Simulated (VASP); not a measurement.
Crystal: CuO.

```
Cu O
1.0
     4.16094    0.00000    0.00000
     0.00000    4.16094    0.00000
     0.00000    0.00000    3.88764
Cu O
3 3
Direct
  0.50000 0.00000 0.50000
  0.00000 0.50000 0.50000
  0.00000 0.00000 0.00000
  0.00000 0.00000 0.50000
  0.50000 0.00000 0.00000
  0.00000 0.50000 0.00000
```

* Program: VASP 6.6.1
* Task: relaxation of cell and atoms
* Functional: RPBE
* Potentials or basis: VASP PAW PBE potentials, release 64 (Cu, O)
* Cutoff: 600 eV
* k mesh: 7 × 7 × 7
* Occupations: fermi-dirac, width 0.05 eV
* Spin: no spin polarisation

At the start: pressure 7.2 GPa; volume 11.22 Å³/atom.

Q: How do energy, volume and symmetry change on relaxing?

A: Over 8 steps the energy falls by 15.3 meV/atom and the volume is 12.04 Å³/atom (+7.3 %); space group P4/mmm (No. 123, to 0.1 Å) before and after.

The path:
```
step  energy change (eV)  largest force (eV/Å)  pressure (GPa)  volume (Å³)
   1              0.0000                0.0000            7.16        67.31
   2             -0.0546                0.0000           -2.74        72.31
   3             -0.0710                0.0000            0.20        70.60
   4             -0.0810                0.0000            0.17        71.00
   5             -0.0912                0.0000            0.32        71.83
   6             -0.0915                0.0000            0.40        72.00
   7             -0.0914                0.0000           -0.43        72.51
   8             -0.0918                0.0000            0.01        72.24
```

Final structure:
```xyz
6
Lattice="4.3112 0.0000 0.0000 0.0000 4.3112 0.0000 0.0000 0.0000 3.8866" Properties=species:S:1:pos:R:3 pbc="T T T"
Cu    2.1556    0.0000    1.9433
Cu    0.0000    2.1556    1.9433
Cu    0.0000    0.0000    0.0000
O     0.0000    0.0000    1.9433
O     2.1556    0.0000    0.0000
O     4.3112    2.1556    0.0000
```

Caveat: the PAW data sets were made with another functional, which shifts forces and pressure a little; an odd number of electrons without spin polarisation forces a metal; a magnetic or distorted state may lie lower.
